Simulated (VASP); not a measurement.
# Au in VASP: relaxation of the atoms with PBE

Aim: the relaxation of the atoms of Au with PBE.

All numbers are computed with VASP 6.6.1; they aren't measurements. Logs are shortened: lines on timing, memory, paths and dates and some standing lists are left out, and cuts for length are marked.

## Step 1: The cell of the first run

The cell holds a slab with vacuum, 5 atoms: a = 2.865 Å, b = 2.943 Å, c = 24.784 Å, α = 90.00°, β = 90.00°, γ = 119.13°.

## Step 2: Relaxation of the atoms, PBE

File INCAR:

```
SYSTEM = Au
ALGO     = Normal         ! electronic algorithm
DIPOL    = 0.5 0.5 0.500
EDIFF    = 1E-7           ! SCF threshold, eV
EDIFFG   = -0.02          ! ionic threshold
ENCUT    = 520            ! plane-wave cutoff, eV
GGA      = PE             ! functional
IBRION   = 2              ! ionic algorithm
IDIPOL   = 3            
ISIF     = 2              ! what is computed and relaxed
ISMEAR   = 0              ! smearing method
ISYM     = 0            
KPAR     = 4            
LASPH    = .TRUE.         ! aspherical terms in the spheres
LCHARG   = .FALSE.        ! write CHGCAR
LDIPOL   = .TRUE.       
LREAL    = .FALSE.        ! projectors in reciprocal space
LWAVE    = .FALSE.        ! write WAVECAR
NELM     = 100            ! most SCF steps
NSW      = 80             ! ionic steps
PREC     = Accurate       ! precision mode
SIGMA    = 0.1            ! smearing width, eV
```

File KPOINTS:

```
k-points
0
G
  14 13 1
  0 0 0
```

File POSCAR:

```
Au
1.0
    2.8654213454      0.0000000000      0.0000000000
   -1.4327106727      2.5703810381      0.0000000000
    0.0000000000      0.0000000000     24.7842657769
Au
5
Direct
    0.6639514438      0.3279028875      0.3026113449
    0.3360485562      0.6720971125      0.4013056725
    0.6639514438      0.3279028875      0.5000000000
    0.3360485562      0.6720971125      0.5986943275
    0.6639514438      0.3279028875      0.6973886551
```

Potentials or basis: VASP PAW PBE potentials, release 64 (Au).

Command:

```
cat potpaw_PBE.64/Au/POTCAR > POTCAR
mpirun -np 4 vasp_std > vasp.out
```

OUTCAR:

```text
SYSTEM = Au
   EDIFF = 1E-7
   EDIFFG = -0.02
   ENCUT = 520
   GGA = PE
   IBRION = 2
   ISIF = 2
   ISMEAR = 0
   ISYM = 0
   LASPH = .TRUE.
   LREAL = .FALSE.
   NELM = 100
   NSW = 80
   PREC = Accurate

 ion  position               nearest neighbor table
   1  0.664  0.328  0.303-   2 2.97   2 2.97   2 2.97
   2  0.336  0.672  0.401-   3 2.97   3 2.97   1 2.97   1 2.97   3 2.97   1 2.97
   3  0.664  0.328  0.500-   2 2.97   4 2.97   2 2.97   4 2.97   2 2.97   4 2.97
   4  0.336  0.672  0.599-   3 2.97   3 2.97   5 2.97   5 2.97   3 2.97   5 2.97
   5  0.664  0.328  0.697-   4 2.97   4 2.97   4 2.97

IMPORTANT INFORMATION: All symmetrisations will be switched off!
NOSYMM: (Re-)initialisation of all symmetry stuff for point group C_1.

----------------------------------------------------------------------------------------

                                     Primitive cell

  volume of cell :     182.5417

  direct lattice vectors                    reciprocal lattice vectors
     2.865421345  0.000000000  0.000000000     0.348988815  0.194523688  0.000000000
    -1.432710673  2.570381038  0.000000000     0.000000000  0.389047377  0.000000000
     0.000000000  0.000000000 24.784265777     0.000000000  0.000000000  0.040348179

  length of vectors
     2.865421345  2.942705992 24.784265777     0.399540559  0.389047377  0.040348179

  position of ions in fractional coordinates (direct lattice)
     0.663951444  0.327902888  0.302611345
     0.336048556  0.672097112  0.401305673
     0.663951444  0.327902888  0.500000000
     0.336048556  0.672097112  0.598694327
     0.663951444  0.327902888  0.697388655

  ion indices of the primitive-cell ions
   primitive index   ion index
                 1           1
                 2           2
                 3           3
                 4           4
                 5           5

----------------------------------------------------------------------------------------

 KPOINTS: k-points

Automatic generation of k-mesh.
 Grid dimensions read from file:
 generate k-points for:   14   13    1

 Generating k-lattice:

  Cartesian coordinates                     Fractional coordinates (reciprocal lattice)
     0.024927773  0.013894549  0.000000000     0.071428571  0.000000000  0.000000000
     0.000000000  0.029926721  0.000000000     0.000000000  0.076923077  0.000000000
     0.000000000  0.000000000  0.040348179     0.000000000  0.000000000  1.000000000

  Length of vectors
     0.028538611  0.029926721  0.040348179

  Shift w.r.t. Gamma in fractional coordinates (k-lattice)
     0.000000000  0.000000000  0.000000000

 -----------------------------------------------------------------------------
|                                                                             |
|           W    W    AA    RRRRR   N    N  II  N    N   GGGG   !!!           |
|           W    W   A  A   R    R  NN   N  II  NN   N  G    G  !!!           |
|           W    W  A    A  R    R  N N  N  II  N N  N  G       !!!           |
|           W WW W  AAAAAA  RRRRR   N  N N  II  N  N N  G  GGG   !            |
|           WW  WW  A    A  R   R   N   NN  II  N   NN  G    G                |
|           W    W  A    A  R    R  N    N  II  N    N   GGGG   !!!           |
|                                                                             |
|     Your reciprocal lattice and k-lattice belong to different lattice       |
|     classes:                                                                |
|                                                                             |
|        The reciprocal lattice is base centered orthorhombic,                |
|        whereas your k-lattice is simple monoclinic.                         |
|                                                                             |
|     Results are often still useful ...                                      |
|                                                                             |
 -----------------------------------------------------------------------------

 WARNING: IBZKPT: internal override: KBLOWUP is changed to .FALSE.
      ... skipping the blow-up phase ...

 Subroutine IBZKPT returns following result:
 ===========================================

 Found     92 irreducible k-points:

 Following reciprocal coordinates:
            Coordinates               Weight
  0.000000  0.000000  0.000000      1.000000
  0.071429 -0.000000  0.000000      2.000000
  0.142857  0.000000  0.000000      2.000000
  0.214286 -0.000000  0.000000      2.000000
  0.285714  0.000000  0.000000      2.000000
  0.357143  0.000000  0.000000      2.000000
[... 16 lines left out ...]
  0.000000  0.153846  0.000000      2.000000
  0.071429  0.153846  0.000000      2.000000
 [... further k-points ...]
   k-points           NKPTS =     92   k-points in BZ     NKDIM =     92   number of bands    NBANDS=     33
   number of dos      NEDOS =    301   number of ions     NIONS =      5
   total plane-waves  NPLWV = 110592
   dimension x,y,z NGX =    24 NGY =   24 NGZ =  192
   dimension x,y,z NGXF=    48 NGYF=   48 NGZF=  384
   ions per type =               5
   NGX,Y,Z   is equivalent  to a cutoff of  13.92, 13.56, 12.88 a.u.
   NGXF,Y,Z  is equivalent  to a cutoff of  27.85, 27.12, 25.76 a.u.
 SYSTEM =  Au
   PREC   = accura    normal or accurate (medium, high low for compatibility)
   ISTART =      0    job   : 0-new  1-cont  2-samecut
   ICHARG =      2    charge: 1-file 2-atom 10-const
   ISPIN  =      1    spin polarized calculation?
   LNONCOLLINEAR =      F non collinear calculations
   LSORBIT =      F    spin-orbit coupling
   LASPH  =      T    aspherical Exc in radial PAW
   ENCUT  =  520.0 eV  38.22 Ry    6.18 a.u.   5.33  5.47 46.08*2*pi/ulx,y,z
   NELM   =    100;   NELMIN=  2; NELMDL= -5     # of ELM steps
   EDIFF  = 0.1E-06   stopping-criterion for ELM
   LREAL  =      F    real-space projection
   EDIFFG = -.2E-01   stopping-criterion for IOM
   NSW    =     80    number of steps for IOM
   IBRION =      2    ionic relax: 0-MD 1-quasi-New 2-CG
   NFREE  =      1    steps in history (QN), initial steepest desc. (CG)
   ISIF   =      2    stress and relaxation
   ISYM   =      0    0-nonsym 1-usesym 2-fastsym
   POTIM  = 0.5000    time-step for ionic-motion
   TEBEG  =    0.0;   TEEND  =   0.0 temperature during run
   PSTRESS=    0.0 pullay stress
   NELECT =      55.0000    total number of electrons
   NUPDOWN=      -1.0000    fix difference up-down
   EMIN   =  10.00;   EMAX   =-10.00  energy-range for DOS
   EFERMI =   0.00;   METHOD = LEGACY
   ISMEAR =     0;   SIGMA  =   0.10  broadening in eV -4-tet -1-fermi 0-gaus
   EFERMI_NEDOS =   21; number of points for ismear=-14 and -15
   IALGO  =     38    algorithm
   IMIX   =      4    mixing-type and parameters
     AMIX     =   0.40;   BMIX     =  1.00
     AMIX_MAG =   1.60;   BMIX_MAG =  1.00
  volume/ion in A,a.u.               =      36.51       246.37
  Fermi-wavevector in a.u.,A,eV,Ry     =   1.097510  2.073993 16.388593  1.204528
  Thomas-Fermi vector in A             =   2.233871
   LORBIT       =      0    0 simple, 1 ext, 2 COOP (PROOUT), +10 PAW based schemes
   GGA     = PE    functional components
   LHFCALC =     F    Hartree Fock is set to
   AEXX    =    0.0000 exact exchange contribution
   IVDW    =     0    specifies the selected vdW correction
   LEPSILON=     F    determine dielectric tensor
   LRPA    =     F    only Hartree local field effects (RPA)
 conjugate gradient relaxation of ions
 non-spin polarized calculation
 Gauss-broadening in eV      SIGMA  =   0.10
  energy-cutoff  :      520.00
  volume of cell :      182.54
 maximum number of plane-waves:      5001
 NGX is ok and might be reduce to    24
   NGX = 11   NGY = 11   NGZ = 93

--------------------------------------- Ionic step        1  -------------------------------------------

 number of electron      54.9999999 magnetization

 Free energy of the ion-electron system (eV)
  ---------------------------------------------------
  ext. energy  EPLUGINS =         0.00000000
  ---------------------------------------------------
  free energy    TOTEN  =       -15.44840679 eV

  energy without entropy =      -15.43848597  energy(sigma->0) =      -15.44344638

------------------------ aborting loop because EDIFF is reached ----------------------------------------

  FORCE on cell =-STRESS in cart. coord.  units (eV):
  Direction    XX          YY          ZZ          XY          YZ          ZX
  --------------------------------------------------------------------------------------
  -------------------------------------------------------------------------------------
  Total       -1.9230039     -2.9490198      0.1531172      0.1564426      0.0000001     -0.0000002
  in kB      -16.8782998    -25.8836916      1.3439169      1.3731046      0.0000006     -0.0000017
  external PRESSURE =     -13.8060248 kB  Pullay stress =       0.0000000 kB
[... 176 lines left out ...]
  FREE ENERGIE OF THE ION-ELECTRON SYSTEM (eV)
  ---------------------------------------------------
  free  energy   TOTEN  =       -15.4502081370 eV

  energy  without entropy=      -15.4405143175  energy(sigma->0) =      -15.44536123

 dipolmoment           0.000000      0.000000      0.000006 electrons x Angstroem

--------------------------------------- Ionic step        6  -------------------------------------------

 number of electron      54.9999999 magnetization

 dipolmoment           0.000000      0.000000     -0.000001 electrons x Angstroem

 Free energy of the ion-electron system (eV)
  ---------------------------------------------------
  ext. energy  EPLUGINS =         0.00000000
  ---------------------------------------------------
  free energy    TOTEN  =       -15.45043732 eV

  energy without entropy =      -15.44085993  energy(sigma->0) =      -15.44564862

 E-fermi :   1.5607     XC(G=0):  -6.7617

 val. band max:        1.5543542881   @ k =  -0.3571   0.3077   0.0000
 cond. band min:       1.5645574154   @ k =   0.2857   0.2308   0.0000
 fundamental gap:      0.0102031273
 Fermi energy:         1.5607009979

 k-point     1 :       0.0000    0.0000    0.0000
  band No.  band energies     occupation
      1      -7.4834      2.00000
      2      -6.6494      2.00000
      3      -5.7848      2.00000
      4      -5.2372      2.00000
      5      -5.2153      2.00000
      6      -3.0988      2.00000
[... 853 lines left out ...]
     32       6.2614      0.00000
     33       7.4817      0.00000

 [... further k-points ...]

------------------------ aborting loop because EDIFF is reached ----------------------------------------

 vacuum level on the upper side and lower side of the slab       (xc-potential included)        -0.097        -0.098

  FORCE on cell =-STRESS in cart. coord.  units (eV):
  Direction    XX          YY          ZZ          XY          YZ          ZX
  --------------------------------------------------------------------------------------
  -------------------------------------------------------------------------------------
  Total       -2.0368943     -3.0686359      0.0172090      0.1313790     -0.0000049      0.0000006
  in kB      -17.8779215    -26.9335680      0.1510441      1.1531200     -0.0000431      0.0000053
  external PRESSURE =     -14.8868151 kB  Pullay stress =       0.0000000 kB

 VOLUME and BASIS-vectors are now :
 -----------------------------------------------------------------------------
  energy-cutoff  :      520.00
  volume of cell :      182.54
      direct lattice vectors                 reciprocal lattice vectors
     2.865421345  0.000000000  0.000000000     0.348988815  0.194523688  0.000000000
    -1.432710673  2.570381038  0.000000000     0.000000000  0.389047377  0.000000000
     0.000000000  0.000000000 24.784265777     0.000000000  0.000000000  0.040348179
[... 11 lines left out ...]
  FREE ENERGIE OF THE ION-ELECTRON SYSTEM (eV)
  ---------------------------------------------------
  free  energy   TOTEN  =       -15.4504373170 eV

  energy  without entropy=      -15.4408599287  energy(sigma->0) =      -15.44564862

 reached required accuracy - stopping structural energy minimisation

 vacuum level on the upper side and lower side of the slab         6.696         6.696
```

Run time: 9.3 min. Hardware: 4 MPI ranks of AMD EPYC 7R13 (Zen 3), shared host; peak memory 0.6 GiB.

Results:

| Quantity | Value |
| --- | --- |
| Free energy | -15.4504 eV |
| Energy gained by relaxing | 0.4 meV/atom |
| Ionic steps | 6 |
| Largest force after relaxing | 0.020 eV/Å |
| Band gap on the k mesh | zero (an odd number of electrons rules out a gap without spin polarisation) |

Forces in eV/Å, atoms in the order of the input:
```
Au  -0.001  0.000 -0.004
Au   0.007  0.007 -0.007
Au  -0.012 -0.016  0.000
Au   0.007  0.007  0.007
Au  -0.001  0.000  0.004
```

The path:
| step | energy change (eV) | largest force (eV/Å) | pressure (GPa) |
| --- | --- | --- | --- |
| 1 | 0.0000 | 0.0867 | -1.38 |
| 2 | -0.0010 | 0.0546 | -1.41 |
| 3 | -0.0017 | 0.0253 | -1.46 |
| 4 | -0.0017 | 0.0254 | -1.46 |
| 5 | -0.0018 | 0.0240 | -1.47 |
| 6 | -0.0020 | 0.0199 | -1.49 |

Final structure:
```
Au
1.0
     2.86542    0.00000    0.00000
    -1.43271    2.57038    0.00000
     0.00000    0.00000   24.78427
Au
5
Direct
  0.66371 0.32772 0.30213
  0.33822 0.67404 0.40174
  0.66008 0.32438 0.50000
  0.33822 0.67404 0.59827
  0.66371 0.32772 0.69787
```

Caveat: spin-orbit coupling is left out, which moves the levels of the heavy elements.
